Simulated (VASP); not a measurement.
# AgCl (Immm) in VASP: further runs, part 2 of 2

VASP 6.6.1. Earlier steps stand in the parts before.

## 5. Single point, PBE (strain +0.0375 x Voigt [0, 0, 0, 0, 1, 0])

INCAR reads:

```
PREC     = Accurate       # precision mode
ENCUT    = 520            # plane-wave cutoff, eV
EDIFF    = 1E-6           # SCF threshold, eV
ISMEAR   = 0              # smearing method
SIGMA    = 0.05           # smearing width, eV
LREAL    = False          # projectors in reciprocal space
LASPH    = True           # aspherical terms in the spheres
NELM     = 100            # most SCF steps
ALGO     = Normal         # electronic algorithm
ISIF     = 2              # what is computed and relaxed
LWAVE    = False          # write WAVECAR
LCHARG   = True           # write CHGCAR
GGA      = PE             # functional
LELF     = True           # ELF
LVHAR    = True         
NBANDS   = 16             # bands
```

KPOINTS reads:

```
Automatic mesh
0
Gamma
  8 8 8
```

POSCAR reads:

```
AgCl
1.0
    0.0519965625      2.7731500000      2.7731500000
    2.8251465625      0.0000000000      2.8251465625
    2.7731500000      2.7731500000      0.0519965625
Ag Cl
1 1
Direct
    0.5000000000      0.5000000000      0.5000000000
    0.0000000000      0.0000000000      0.0000000000
```

Potentials or basis: VASP PAW PBE potentials, release 64 (Ag, Cl).

Command:

```bash
> cat potpaw_PBE.64/Ag/POTCAR potpaw_PBE.64/Cl/POTCAR > POTCAR
> mpirun -np 1 vasp_std > vasp.out
```

OUTCAR:

```text
PREC = Accurate
   ENCUT = 520
   EDIFF = 1E-6
   ISMEAR = 0
   LREAL = False
   LASPH = True
   NELM = 100
   ISIF = 2
   GGA = PE

 ion  position               nearest neighbor table
   1  0.500  0.500  0.500-   2 2.77   2 2.77   2 2.77   2 2.77   2 2.77   2 2.77
   2  0.000  0.000  0.000-   1 2.77   1 2.77   1 2.77   1 2.77   1 2.77   1 2.77

  LATTYP: Found a body centered orthorhombic cell.
 ALAT       =     3.8482920966
 B/A-ratio  =     1.0382165605
 C/A-ratio  =     1.4412367515

  Lattice vectors:

 A1 = (   0.0519965625,  -2.7731500000,   2.7731500000)
 A2 = (  -0.0519965625,  -2.7731500000,  -2.7731500000)
 A3 = (   2.7731500000,   2.7731500000,   0.0519965625)

Analysis of symmetry for initial positions (statically):
=====================================================================
 Subroutine PRICEL returns:
 Original cell was already a primitive cell.

 Routine SETGRP: Setting up the symmetry group for a
 body centered orthorhombic supercell.

 Subroutine GETGRP returns: Found  8 space group operations
 (whereof  8 operations were pure point group operations)
 out of a pool of  8 trial point group operations.

The static configuration has the point symmetry D_2h.

Analysis of symmetry for dynamics (positions and initial velocities):
=====================================================================
 Subroutine PRICEL returns:
 Original cell was already a primitive cell.

 Routine SETGRP: Setting up the symmetry group for a
 body centered orthorhombic supercell.

 Subroutine GETGRP returns: Found  8 space group operations
 (whereof  8 operations were pure point group operations)
 out of a pool of  8 trial point group operations.

The dynamic configuration has the point symmetry D_2h.

 Subroutine INISYM returns: Found  8 space group operations
 (whereof  8 operations are pure point group operations),
 and found     1 'primitive' translations

----------------------------------------------------------------------------------------

                                     Primitive cell

  volume of cell :      42.6381

  direct lattice vectors                    reciprocal lattice vectors
     0.051996563  2.773150000  2.773150000    -0.183745611  0.180300380  0.183745611
     2.825146563  0.000000000  2.825146563     0.176981969 -0.180300380  0.176981969
     2.773150000  2.773150000  0.051996563     0.183745611  0.180300380 -0.183745611

  length of vectors
     3.922171017  3.995360584  3.922171017     0.316280139  0.308469547  0.316280139

  position of ions in fractional coordinates (direct lattice)
     0.500000000  0.500000000  0.500000000
     0.000000000  0.000000000  0.000000000

  ion indices of the primitive-cell ions
   primitive index   ion index
                 1           1
                 2           2

----------------------------------------------------------------------------------------

 KPOINTS: Automatic mesh

Automatic generation of k-mesh.
 Grid dimensions read from file:
 generate k-points for:    8    8    8

 Generating k-lattice:

  Cartesian coordinates                     Fractional coordinates (reciprocal lattice)
    -0.022968201  0.022537548  0.022968201     0.125000000  0.000000000  0.000000000
     0.022122746 -0.022537548  0.022122746    -0.000000000  0.125000000 -0.000000000
     0.022968201  0.022537548 -0.022968201     0.000000000  0.000000000  0.125000000

  Length of vectors
     0.039535017  0.038558693  0.039535017

  Shift w.r.t. Gamma in fractional coordinates (k-lattice)
     0.000000000  0.000000000  0.000000000

 Subroutine IBZKPT returns following result:
 ===========================================

 Found     95 irreducible k-points:

 Following reciprocal coordinates:
            Coordinates               Weight
  0.000000  0.000000  0.000000      1.000000
  0.125000  0.000000  0.000000      4.000000
  0.250000  0.000000  0.000000      4.000000
  0.375000  0.000000  0.000000      4.000000
  0.500000  0.000000  0.000000      2.000000
  0.000000  0.125000 -0.000000      4.000000
[... 16 lines left out ...]
  0.125000  0.375000 -0.000000      8.000000
  0.250000  0.375000 -0.000000      8.000000
 [... further k-points ...]
   k-points           NKPTS =     95   k-points in BZ     NKDIM =     95   number of bands    NBANDS=     16
   number of dos      NEDOS =    301   number of ions     NIONS =      2
   total plane-waves  NPLWV =  27000
   dimension x,y,z NGX =    30 NGY =   30 NGZ =   30
   dimension x,y,z NGXF=    60 NGYF=   60 NGZF=   60
   ions per type =               1   1
   NGX,Y,Z   is equivalent  to a cutoff of  12.72, 12.48, 12.72 a.u.
   NGXF,Y,Z  is equivalent  to a cutoff of  25.43, 24.97, 25.43 a.u.
 SYSTEM =  unknown system
   PREC   = accura    normal or accurate (medium, high low for compatibility)
   ISTART =      0    job   : 0-new  1-cont  2-samecut
   ICHARG =      2    charge: 1-file 2-atom 10-const
   ISPIN  =      1    spin polarized calculation?
   LNONCOLLINEAR =      F non collinear calculations
   LSORBIT =      F    spin-orbit coupling
   LASPH  =      T    aspherical Exc in radial PAW
   ENCUT  =  520.0 eV  38.22 Ry    6.18 a.u.   7.29  7.43  7.29*2*pi/ulx,y,z
   NELM   =    100;   NELMIN=  2; NELMDL= -5     # of ELM steps
   EDIFF  = 0.1E-05   stopping-criterion for ELM
   LREAL  =      F    real-space projection
   EDIFFG = 0.1E-04   stopping-criterion for IOM
   NSW    =      0    number of steps for IOM
   IBRION =     -1    ionic relax: 0-MD 1-quasi-New 2-CG
   NFREE  =      0    steps in history (QN), initial steepest desc. (CG)
   ISIF   =      2    stress and relaxation
   ISYM   =      2    0-nonsym 1-usesym 2-fastsym
   POTIM  = 0.5000    time-step for ionic-motion
   TEBEG  =    0.0;   TEEND  =   0.0 temperature during run
   PSTRESS=    0.0 pullay stress
   NELECT =      18.0000    total number of electrons
   NUPDOWN=      -1.0000    fix difference up-down
   EMIN   =  10.00;   EMAX   =-10.00  energy-range for DOS
   EFERMI =   0.00;   METHOD = LEGACY
   ISMEAR =     0;   SIGMA  =   0.05  broadening in eV -4-tet -1-fermi 0-gaus
   EFERMI_NEDOS =   21; number of points for ismear=-14 and -15
   IALGO  =     38    algorithm
   IMIX   =      4    mixing-type and parameters
     AMIX     =   0.40;   BMIX     =  1.00
     AMIX_MAG =   1.60;   BMIX_MAG =  1.00
  volume/ion in A,a.u.               =      21.32       143.87
  Fermi-wavevector in a.u.,A,eV,Ry     =   1.228099  2.320770 20.520660  1.508226
  Thomas-Fermi vector in A             =   2.363037
   LORBIT       =      0    0 simple, 1 ext, 2 COOP (PROOUT), +10 PAW based schemes
   GGA     = PE    functional components
   LHFCALC =     F    Hartree Fock is set to
   AEXX    =    0.0000 exact exchange contribution
   IVDW    =     0    specifies the selected vdW correction
   LEPSILON=     F    determine dielectric tensor
   LRPA    =     F    only Hartree local field effects (RPA)
 non-spin polarized calculation
 Gauss-broadening in eV      SIGMA  =   0.05
  energy-cutoff  :      520.00
  volume of cell :       42.64
 maximum number of plane-waves:      1164
 NGX is ok and might be reduce to    30
   NGX = 15   NGY = 15   NGZ = 15

 number of electron      18.0000001 magnetization

 Free energy of the ion-electron system (eV)
  ---------------------------------------------------
  ext. energy  EPLUGINS =         0.00000000
  ---------------------------------------------------
  free energy    TOTEN  =        -5.39327624 eV

  energy without entropy =       -5.39327624  energy(sigma->0) =       -5.39327624

 E-fermi :   4.0959     XC(G=0):  -9.9680

 val. band max:        3.8521537263   @ k =   0.5000   0.0000   0.0000
 cond. band min:       4.7254150749   @ k =   0.0000   0.0000   0.0000
 fundamental gap:      0.8732613486
 Fermi energy:         4.0958845490

 k-point     1 :       0.0000    0.0000    0.0000
  band No.  band energies     occupation
      1     -11.3274      2.00000
      2       1.3516      2.00000
      3       1.3651      2.00000
      4       1.4081      2.00000
      5       1.4202      2.00000
      6       1.4230      2.00000
[... 8 lines left out ...]
     15      17.0130      0.00000
     16      17.1954      0.00000
[... 419 lines left out ...]
 k-point    24 :       0.2500    0.3750   -0.0000
  band No.  band energies     occupation
      1     -10.9746      2.00000
      2      -0.7815      2.00000
      3       0.3207      2.00000
      4       0.4458      2.00000
      5       1.3346      2.00000
      6       1.7023      2.00000
[... 8 lines left out ...]
     15      18.3950      0.00000
     16      19.4540      0.00000

 [... further k-points ...]
[... 5 lines left out ...]
  --------------------------------------------------------------------------------------
  -------------------------------------------------------------------------------------
  Total        0.3900607      0.3858518      0.3900607      0.0000000      0.0000000     -0.0538997
  in kB       14.6570110     14.4988570     14.6570110      0.0000000      0.0000000     -2.0253480
  external PRESSURE =      14.6042930 kB  Pullay stress =       0.0000000 kB

 VOLUME and BASIS-vectors are now :
 -----------------------------------------------------------------------------
  energy-cutoff  :      520.00
  volume of cell :       42.64
      direct lattice vectors                 reciprocal lattice vectors
     0.051996563  2.773150000  2.773150000    -0.183745611  0.180300380  0.183745611
     2.825146563  0.000000000  2.825146563     0.176981969 -0.180300380  0.176981969
     2.773150000  2.773150000  0.051996563     0.183745611  0.180300380 -0.183745611

 POSITION                                       TOTAL-FORCE (eV/Angst)
 -----------------------------------------------------------------------------------
      2.82515      2.77315      2.82515        -0.000000     -0.000000      0.000000
      0.00000      0.00000      0.00000         0.000000      0.000000     -0.000000
 -----------------------------------------------------------------------------------
    total drift:                                0.000000      0.000000      0.000000

  FREE ENERGIE OF THE ION-ELECTRON SYSTEM (eV)
  ---------------------------------------------------
  free  energy   TOTEN  =        -5.3932762373 eV

  energy  without entropy=       -5.3932762373  energy(sigma->0) =       -5.39327624
```

Run time: 59 s. Hardware: 1 thread of Intel Xeon Platinum 8259CL at 2.50GHz (Skylake/Cascade Lake), shared host; peak memory 0.21 GiB.

Results:

- Free energy: -5.3933 eV
- Pressure: 1.5 GPa
- Band gap on the k mesh: 0.87 eV, indirect (least direct gap 3.14 eV)

Stress tensor (GPa, compression positive):
```
 1.47  0.00 -0.20
 0.00  1.45  0.00
-0.20  0.00  1.47
```

Levels at points of the mesh, in eV from the valence-band top:
```csv
k point,band 7,band 8,band 9,band 10,band 11,band 12
"(0.00, 0.00, 0.00)",-2.42,-2.36,-2.27,0.87,10.61,10.82
"(0.50, 0.00, 0.00)",-1.76,-0.04,0.00,4.15,6.58,7.42
"(0.00, 0.50, 0.00)",-1.82,-0.07,-0.03,4.27,6.42,7.66
"(0.50, 0.50, 0.00)",-1.99,-1.99,-1.90,2.36,7.99,8.57
"(0.50, 0.00, 0.50)",-1.99,-1.98,-1.90,2.34,8.01,8.60
```

Caveat: the cell differs from its parent crystal (strain +0.0375 x Voigt [0, 0, 0, 0, 1, 0]). A k mesh can miss the band edges.

## 6. Summary

```tsv
cell	gap on the mesh (eV)	pressure (GPa)
a = 3.922, b = 3.863 Å, angles 60.5, 61.0, 60.5°, 2 atoms	0.88	1.5
a = 3.922, b = 3.951 Å, angles 59.8, 59.5, 59.8°, 2 atoms	0.90	1.5
a = 3.923, b = 4.025 Å, angles 59.1, 58.3, 59.1°, 2 atoms	0.86	1.5
a = 3.922, b = 3.995 Å, angles 59.4, 58.8, 59.4°, 2 atoms	0.87	1.5
```

Alike in all rows: task single point; level PBE; potentials or basis VASP PAW PBE potentials, release 64 (Ag, Cl); no spin polarisation; k mesh 8 × 8 × 8; cutoff (eV) 520; smearing gaussian 0.05 eV.

Absolute energies hang on the potentials; compare differences alone.
